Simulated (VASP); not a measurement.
# Ni (Fm-3m) in VASP: notebook, part 2 of 2

VASP 6.6.1. Earlier steps stand in the parts before.

### 4 Single point, LDA, collinear spin, ferromagnetic start

INCAR reads:

```
SYSTEM = Ni
PREC     = Accurate       ! precision mode
ENCUT    = 520            ! plane-wave cutoff, eV
EDIFF    = 1E-6           ! SCF threshold, eV
ISMEAR   = -1             ! smearing method
SIGMA    = 0.3            ! smearing width, eV
LREAL    = .FALSE.        ! projectors in reciprocal space
LASPH    = .TRUE.         ! aspherical terms in the spheres
NELM     = 150            ! most SCF steps
ALGO     = Normal         ! electronic algorithm
ISIF     = 2              ! what is computed and relaxed
LWAVE    = .FALSE.        ! write WAVECAR
LCHARG   = .FALSE.        ! write CHGCAR
ISPIN    = 2              ! spin polarisation
MAGMOM   = 0.607          ! initial moments
LORBIT   = 11             ! projections on sites
LMAXMIX  = 4              ! l up to which the mixer works
NBANDS   = 15             ! bands
```

KPOINTS reads:

```
regular mesh
0
G
  16 16 16
  0 0 0
```

POSCAR reads:

```
Ni
1.0
    0.0000000000      1.7124646296      1.7124646296
    1.7124646296      0.0000000000      1.7124646296
    1.7124646296      1.7124646296      0.0000000000
Ni
1
Direct
    0.0000000000      0.0000000000      0.0000000000
```

Potentials or basis: VASP PAW LDA potentials, release 64 (Ni).

On the command line:

```console
$ cat potpaw_LDA.64/Ni/POTCAR > POTCAR
$ mpirun -np 1 vasp_std > vasp.out
```

OUTCAR:

```text
SYSTEM = Ni
   PREC = Accurate
   ENCUT = 520
   EDIFF = 1E-6
   ISMEAR = -1
   LREAL = .FALSE.
   LASPH = .TRUE.
   NELM = 150
   ISIF = 2
   ISPIN = 2
   LORBIT = 11

 ion  position               nearest neighbor table
   1  0.000  0.000  0.000-

  LATTYP: Found a face centered cubic cell.
 ALAT       =     3.4249292592

  Lattice vectors:

 A1 = (   0.0000000000,   1.7124646296,   1.7124646296)
 A2 = (   1.7124646296,   0.0000000000,   1.7124646296)
 A3 = (   1.7124646296,   1.7124646296,   0.0000000000)

Analysis of symmetry for initial positions (statically):
=====================================================================
 Subroutine PRICEL returns:
 Original cell was already a primitive cell.

 Routine SETGRP: Setting up the symmetry group for a
 face centered cubic supercell.

 Subroutine GETGRP returns: Found 48 space group operations
 (whereof 48 operations were pure point group operations)
 out of a pool of 48 trial point group operations.

The static configuration has the point symmetry O_h .

Analysis of symmetry for dynamics (positions and initial velocities):
=====================================================================
 Subroutine PRICEL returns:
 Original cell was already a primitive cell.

 Routine SETGRP: Setting up the symmetry group for a
 face centered cubic supercell.

 Subroutine GETGRP returns: Found 48 space group operations
 (whereof 48 operations were pure point group operations)
 out of a pool of 48 trial point group operations.

The dynamic configuration has the point symmetry O_h .

Analysis of structural, dynamic, and magnetic symmetry:
=====================================================================
 Subroutine PRICEL returns:
 Original cell was already a primitive cell.

 Routine SETGRP: Setting up the symmetry group for a
 face centered cubic supercell.

 Subroutine GETGRP returns: Found 48 space group operations
 (whereof 48 operations were pure point group operations)
 out of a pool of 48 trial point group operations.

The overall configuration has the point symmetry O_h .

 Subroutine INISYM returns: Found 48 space group operations
 (whereof 48 operations are pure point group operations),
 and found     1 'primitive' translations

----------------------------------------------------------------------------------------

                                     Primitive cell

  volume of cell :      10.0437

  direct lattice vectors                    reciprocal lattice vectors
     0.000000000  1.712464630  1.712464630    -0.291976833  0.291976833  0.291976833
     1.712464630  0.000000000  1.712464630     0.291976833 -0.291976833  0.291976833
     1.712464630  1.712464630  0.000000000     0.291976833  0.291976833 -0.291976833

  length of vectors
     2.421790704  2.421790704  2.421790704     0.505718710  0.505718710  0.505718710

  position of ions in fractional coordinates (direct lattice)
     0.000000000  0.000000000  0.000000000

  ion indices of the primitive-cell ions
   primitive index   ion index
                 1           1

----------------------------------------------------------------------------------------

 KPOINTS: regular mesh

Automatic generation of k-mesh.
 Grid dimensions read from file:
 generate k-points for:   16   16   16

 Generating k-lattice:
[... 66 lines left out ...]
   IBRION =     -1    ionic relax: 0-MD 1-quasi-New 2-CG
   NFREE  =      0    steps in history (QN), initial steepest desc. (CG)
   ISIF   =      2    stress and relaxation
   ISYM   =      2    0-nonsym 1-usesym 2-fastsym
   POTIM  = 0.5000    time-step for ionic-motion
   TEBEG  =    0.0;   TEEND  =   0.0 temperature during run
   PSTRESS=    0.0 pullay stress
   NELECT =      10.0000    total number of electrons
   NUPDOWN=      -1.0000    fix difference up-down
   EMIN   =  10.00;   EMAX   =-10.00  energy-range for DOS
   EFERMI =   0.00;   METHOD = LEGACY
   ISMEAR =    -1;   SIGMA  =   0.30  broadening in eV -4-tet -1-fermi 0-gaus
   EFERMI_NEDOS =   21; number of points for ismear=-14 and -15
   IALGO  =     38    algorithm
   IMIX   =      4    mixing-type and parameters
     AMIX     =   0.40;   BMIX     =  1.00
     AMIX_MAG =   1.60;   BMIX_MAG =  1.00
  volume/ion in A,a.u.               =      10.04        67.78
  Fermi-wavevector in a.u.,A,eV,Ry     =   1.634719  3.089172 36.358952  2.672308
  Thomas-Fermi vector in A             =   2.726312
   LORBIT       =     11    0 simple, 1 ext, 2 COOP (PROOUT), +10 PAW based schemes
   GGA     = CA    functional components
   LHFCALC =     F    Hartree Fock is set to
   AEXX    =    0.0000 exact exchange contribution
   IVDW    =     0    specifies the selected vdW correction
   LEPSILON=     F    determine dielectric tensor
   LRPA    =     F    only Hartree local field effects (RPA)
 spin polarized calculation
  energy-cutoff  :      520.00
  volume of cell :       10.04
 maximum number of plane-waves:       290
 NGX is ok and might be reduce to    18
   NGX =  9   NGY =  9   NGZ =  9

 number of electron      10.0000000 magnetization       0.6070000

 number of electron       9.9999990 magnetization       0.0000666

 Free energy of the ion-electron system (eV)
  ---------------------------------------------------
  ext. energy  EPLUGINS =         0.00000000
  ---------------------------------------------------
  free energy    TOTEN  =        -6.82675257 eV

  energy without entropy =       -6.38214245  energy(sigma->0) =       -6.60444751

 E-fermi :  10.2547     XC(G=0): -14.0954

 val. band max:       10.2223659860   @ k =   0.5000   0.4375   0.0000
 cond. band min:      10.2606355566   @ k =   0.5000   0.5000   0.0000
 fundamental gap:      0.0382695706
 Fermi energy:        10.2546759451

 spin component 1

 k-point     1 :       0.0000    0.0000    0.0000
  band No.  band energies     occupation
      1       0.6873      1.00000
      2       7.9648      0.99952
      3       7.9648      0.99952
      4       7.9648      0.99952
      5       9.2212      0.96908
      6       9.2212      0.96908
      7      34.6627      0.00000
      8      39.0815      0.00000
      9      39.0815      0.00000
     10      39.0815      0.00000
     11      42.4091      0.00000
     12      42.4091      0.00000
     13      42.4091      0.00000
     14      45.2751      0.00000
[... 403 lines left out ...]
      4       8.0801      0.99929
      5       9.1219      0.97760
      6       9.2387      0.96729
      7      33.5126      0.00000
      8      35.4462      0.00000
      9      37.7314      0.00000
     10      39.6909      0.00000
     11      42.4788      0.00000
     12      42.5677      0.00000
     13      45.5094      0.00000
     14      48.2524      0.00000
     15      48.4004      0.00000

 [... further k-points ...]

 spin component 2

 k-point     1 :       0.0000    0.0000    0.0000
  band No.  band energies     occupation
      1       0.6871      1.00000
      2       7.9650      0.99952
      3       7.9650      0.99952
      4       7.9650      0.99952
      5       9.2215      0.96905
      6       9.2215      0.96905
      7      34.6624      0.00000
      8      39.0813      0.00000
      9      39.0813      0.00000
     10      39.0813      0.00000
     11      42.4089      0.00000
     12      42.4089      0.00000
     13      42.4089      0.00000
     14      45.2747      0.00000
[... 403 lines left out ...]
      4       8.0803      0.99929
      5       9.1222      0.97758
      6       9.2389      0.96726
      7      33.5123      0.00000
      8      35.4461      0.00000
      9      37.7312      0.00000
     10      39.6908      0.00000
     11      42.4785      0.00000
     12      42.5675      0.00000
     13      45.5092      0.00000
     14      48.2524      0.00000
     15      48.4001      0.00000

 [... further k-points ...]
[... 5 lines left out ...]
  --------------------------------------------------------------------------------------
  -------------------------------------------------------------------------------------
  Total        0.1230962      0.1230962      0.1230962     -0.0000000      0.0000000      0.0000000
  in kB       19.6363333     19.6363333     19.6363333     -0.0000000      0.0000000      0.0000000
  external PRESSURE =      19.6363333 kB  Pullay stress =       0.0000000 kB

 VOLUME and BASIS-vectors are now :
 -----------------------------------------------------------------------------
  energy-cutoff  :      520.00
  volume of cell :       10.04
      direct lattice vectors                 reciprocal lattice vectors
     0.000000000  1.712464630  1.712464630    -0.291976833  0.291976833  0.291976833
     1.712464630  0.000000000  1.712464630     0.291976833 -0.291976833  0.291976833
     1.712464630  1.712464630  0.000000000     0.291976833  0.291976833 -0.291976833

 POSITION                                       TOTAL-FORCE (eV/Angst)
 -----------------------------------------------------------------------------------
      0.00000      0.00000      0.00000         0.000000     -0.000000     -0.000000
 -----------------------------------------------------------------------------------
    total drift:                                0.000000      0.000000     -0.000000

  FREE ENERGIE OF THE ION-ELECTRON SYSTEM (eV)
  ---------------------------------------------------
  free  energy   TOTEN  =        -6.8267525737 eV

  energy  without entropy=       -6.3821424507  energy(sigma->0) =       -6.60444751

 total charge

# of ion       s       p       d       tot
------------------------------------------
    1        0.536   0.573   8.364   9.473

 magnetization (x)

# of ion       s       p       d       tot
------------------------------------------
    1       -0.000  -0.000   0.000   0.000
```

Wall time 40 s (1 thread of Intel Xeon Platinum 8488C (Sapphire Rapids), shared host); peak memory 0.14 GiB.

What came out:

```
Free energy                                           : -6.8268 eV
Pressure                                              : 2.0 GPa
Band gap on the k mesh                                : zero (filled and empty bands overlap)
Net moment                                            : 0.00 μB per cell
Valence electrons inside the program's atomic spheres : Ni 9.47
```

Levels at points of the mesh, in eV from the Fermi level:
Spin up:
```tsv
k point	band 1	band 2	band 3	band 4	band 5	band 6	band 7	band 8	band 9	band 10
(0.00, 0.00, 0.00)	-9.57	-2.29	-2.29	-2.29	-1.03	-1.03	24.41	28.83	28.83	28.83
(0.50, 0.00, 0.00)	-5.09	-2.34	-2.34	-0.42	-0.20	-0.20	6.47	22.88	26.00	26.00
(0.50, 0.50, 0.00)	-4.98	-4.35	-0.21	0.01	0.01	2.49	10.12	15.53	15.53	20.94
```
Spin down:
```tsv
k point	band 1	band 2	band 3	band 4	band 5	band 6	band 7	band 8	band 9	band 10
(0.00, 0.00, 0.00)	-9.57	-2.29	-2.29	-2.29	-1.03	-1.03	24.41	28.83	28.83	28.83
(0.50, 0.00, 0.00)	-5.09	-2.34	-2.34	-0.43	-0.20	-0.20	6.47	22.88	26.00	26.00
(0.50, 0.50, 0.00)	-4.98	-4.35	-0.21	0.01	0.01	2.49	10.12	15.53	15.53	20.94
```

### 5 Single point, LDA, collinear spin, ferromagnetic start

INCAR reads:

```
SYSTEM = Ni
PREC = Accurate
ENCUT = 520
EDIFF = 1E-6
ISMEAR = -1
SIGMA = 0.6
LREAL = .FALSE.
LASPH = .TRUE.
NELM = 150
ALGO = Normal
ISIF = 2
LWAVE = .FALSE.
LCHARG = .FALSE.
ISPIN = 2
MAGMOM = 0.607
LORBIT = 11
LMAXMIX = 4
GGA = CA
NBANDS = 15
```

KPOINTS reads:

```
Automatic mesh
0
G
  16 16 16
  0 0 0
```

POSCAR is that of step 4.

On the command line:

```console
$ cat potpaw_LDA.64/Ni/POTCAR > POTCAR
$ mpirun -np 1 vasp_std > vasp.out
```

Wall time 36 s (1 thread of Intel Xeon Platinum 8488C (Sapphire Rapids), shared host); peak memory 0.13 GiB.

Results (log left out):

| Property | Result |
| --- | --- |
| Free energy | -7.3886 eV |
| Pressure | 9.0 GPa |
| Band gap on the k mesh | zero (filled and empty bands overlap) |
| Net moment | 0.00 μB per cell |
| Valence electrons inside the program's atomic spheres | Ni 9.47 |

Levels at points of the mesh, in eV from the Fermi level:
Spin up:
```csv
k point,band 3,band 4,band 5,band 6,band 7,band 8
"(0.00, 0.00, 0.00)",-2.63,-2.63,-1.38,-1.38,24.10,28.51
"(0.50, 0.00, 0.00)",-2.68,-0.73,-0.55,-0.55,6.14,22.57
"(0.50, 0.50, 0.00)",-0.56,-0.34,-0.34,2.18,9.79,15.22
```
Spin down:
| k point | band 1 | band 2 | band 3 | band 4 | band 5 | band 6 | band 7 | band 8 | band 9 | band 10 |
| --- | --- | --- | --- | --- | --- | --- | --- | --- | --- | --- |
| (0.00, 0.00, 0.00) | -9.88 | -2.63 | -2.63 | -2.63 | -1.38 | -1.38 | 24.10 | 28.51 | 28.51 | 28.51 |
| (0.50, 0.00, 0.00) | -5.42 | -2.68 | -2.68 | -0.73 | -0.55 | -0.55 | 6.14 | 22.57 | 25.69 | 25.69 |
| (0.50, 0.50, 0.00) | -5.32 | -4.69 | -0.56 | -0.34 | -0.34 | 2.18 | 9.79 | 15.22 | 15.22 | 20.62 |

### 6 Single point, LDA, collinear spin, ferromagnetic start

INCAR reads:

```
ALGO = Normal ; EDIFF = 1E-6
ENCUT = 520 ; GGA = CA
ISIF = 2 ; ISMEAR = -1
ISPIN = 2 ; LASPH = T
LCHARG = F ; LMAXMIX = 4
LORBIT = 11 ; LREAL = F
LWAVE = F ; MAGMOM = 0.607
NBANDS = 15 ; NELM = 150
PREC = Accurate ; SIGMA = 1.0
```

KPOINTS reads:

```
k-points
0
Gamma
  16 16 16
```

POSCAR is that of step 5.

Potentials or basis: VASP PAW LDA potentials, release 64 (Ni).

On the command line:

```console
$ cat potpaw_LDA.64/Ni/POTCAR > POTCAR
$ mpirun -np 1 vasp_std > vasp.out
```

OUTCAR:

```text
EDIFF = 1E-6
   ENCUT = 520
   GGA = CA
   ISIF = 2
   ISMEAR = -1
   ISPIN = 2
   LASPH = T
   LORBIT = 11
   LREAL = F
   NELM = 150
   PREC = Accurate

 ion  position               nearest neighbor table
   1  0.000  0.000  0.000-

  LATTYP: Found a face centered cubic cell.
 ALAT       =     3.4249292592

  Lattice vectors:

 A1 = (   0.0000000000,   1.7124646296,   1.7124646296)
 A2 = (   1.7124646296,   0.0000000000,   1.7124646296)
 A3 = (   1.7124646296,   1.7124646296,   0.0000000000)

Analysis of symmetry for initial positions (statically):
=====================================================================
 Subroutine PRICEL returns:
 Original cell was already a primitive cell.

 Routine SETGRP: Setting up the symmetry group for a
 face centered cubic supercell.

 Subroutine GETGRP returns: Found 48 space group operations
 (whereof 48 operations were pure point group operations)
 out of a pool of 48 trial point group operations.

The static configuration has the point symmetry O_h .

Analysis of symmetry for dynamics (positions and initial velocities):
=====================================================================
 Subroutine PRICEL returns:
 Original cell was already a primitive cell.

 Routine SETGRP: Setting up the symmetry group for a
 face centered cubic supercell.

 Subroutine GETGRP returns: Found 48 space group operations
 (whereof 48 operations were pure point group operations)
 out of a pool of 48 trial point group operations.

The dynamic configuration has the point symmetry O_h .

Analysis of structural, dynamic, and magnetic symmetry:
=====================================================================
 Subroutine PRICEL returns:
 Original cell was already a primitive cell.

 Routine SETGRP: Setting up the symmetry group for a
 face centered cubic supercell.

 Subroutine GETGRP returns: Found 48 space group operations
 (whereof 48 operations were pure point group operations)
 out of a pool of 48 trial point group operations.

The overall configuration has the point symmetry O_h .

 Subroutine INISYM returns: Found 48 space group operations
 (whereof 48 operations are pure point group operations),
[... 157 lines left out ...]
      1       0.6970      0.99997
      2       7.8897      0.95865
      3       7.8897      0.95865
      4       7.8897      0.95865
      5       9.1208      0.87127
      6       9.1208      0.87127
      7      34.6785      0.00000
      8      39.0883      0.00000
      9      39.0883      0.00000
     10      39.0883      0.00000
     11      42.4012      0.00000
     12      42.4012      0.00000
     13      42.4012      0.00000
     14      45.2978      0.00000
[... 403 lines left out ...]
      4       8.0044      0.95385
      5       9.0225      0.88189
      6       9.1385      0.86927
      7      33.5177      0.00000
      8      35.4493      0.00000
      9      37.7374      0.00000
     10      39.6970      0.00000
     11      42.4846      0.00000
     12      42.5604      0.00000
     13      45.5131      0.00000
     14      48.2383      0.00000
     15      48.4104      0.00000

 [... further k-points ...]

 spin component 2

 k-point     1 :       0.0000    0.0000    0.0000
  band No.  band energies     occupation
      1       0.6963      0.99997
      2       7.8895      0.95865
      3       7.8895      0.95865
      4       7.8895      0.95865
      5       9.1207      0.87128
      6       9.1207      0.87128
      7      34.6778      0.00000
      8      39.0876      0.00000
      9      39.0876      0.00000
     10      39.0876      0.00000
     11      42.4007      0.00000
     12      42.4007      0.00000
     13      42.4007      0.00000
     14      45.2971      0.00000
[... 403 lines left out ...]
      4       8.0042      0.95386
      5       9.0224      0.88191
      6       9.1384      0.86928
      7      33.5171      0.00000
      8      35.4487      0.00000
      9      37.7368      0.00000
     10      39.6963      0.00000
     11      42.4840      0.00000
     12      42.5598      0.00000
     13      45.5125      0.00000
     14      48.2377      0.00000
     15      48.4098      0.00000

 [... further k-points ...]
[... 5 lines left out ...]
  --------------------------------------------------------------------------------------
  -------------------------------------------------------------------------------------
  Total        1.3684319      1.3684319      1.3684319      0.0000000      0.0000000     -0.0000000
  in kB      218.2925707    218.2925707    218.2925707      0.0000000      0.0000000     -0.0000000
  external PRESSURE =     218.2925707 kB  Pullay stress =       0.0000000 kB

 VOLUME and BASIS-vectors are now :
 -----------------------------------------------------------------------------
  energy-cutoff  :      520.00
  volume of cell :       10.04
      direct lattice vectors                 reciprocal lattice vectors
     0.000000000  1.712464630  1.712464630    -0.291976833  0.291976833  0.291976833
     1.712464630  0.000000000  1.712464630     0.291976833 -0.291976833  0.291976833
     1.712464630  1.712464630  0.000000000     0.291976833  0.291976833 -0.291976833

 POSITION                                       TOTAL-FORCE (eV/Angst)
 -----------------------------------------------------------------------------------
      0.00000      0.00000      0.00000        -0.000000      0.000000      0.000000
 -----------------------------------------------------------------------------------
    total drift:                                0.000000      0.000000      0.000000

  FREE ENERGIE OF THE ION-ELECTRON SYSTEM (eV)
  ---------------------------------------------------
  free  energy   TOTEN  =        -8.4595879808 eV

  energy  without entropy=       -5.3798070183  energy(sigma->0) =       -6.91969750

 total charge

# of ion       s       p       d       tot
------------------------------------------
    1        0.553   0.617   8.296   9.466

 magnetization (x)

# of ion       s       p       d       tot
------------------------------------------
    1       -0.000  -0.000  -0.000  -0.000
```

It took 39 s on 1 thread of Intel Xeon Platinum 8488C (Sapphire Rapids), shared host; peak memory 0.14 GiB.

What came out:

```yaml
Free_energy: -8.4596 eV
Pressure: 21.8 GPa
Band_gap_on_the_k_mesh: zero (filled and empty bands overlap)
Net_moment: 0.00 μB per cell
Valence_electrons_inside_the_program's_atomic_spheres: Ni 9.47
```

### 7 Overview

```csv
smearing,gap on the mesh (eV),pressure (GPa),moment (μB)
fermi-dirac 0.1 eV,none,-0.2,0.55
fermi-dirac 0.2 eV,none,0.4,0.07
fermi-dirac 0.3 eV,none,2.0,0.00
fermi-dirac 0.6 eV,none,9.0,0.00
fermi-dirac 1 eV,none,21.8,0.00
```

Alike in all rows: task single point; level LDA; potentials or basis VASP PAW LDA potentials, release 64 (Ni); spin collinear, ferromagnetic start; cell as given; k mesh 16 × 16 × 16; cutoff (eV) 520.

Every run on the cell as given and a fine mesh finds a metal.

Absolute energies hang on the potentials; compare differences alone.
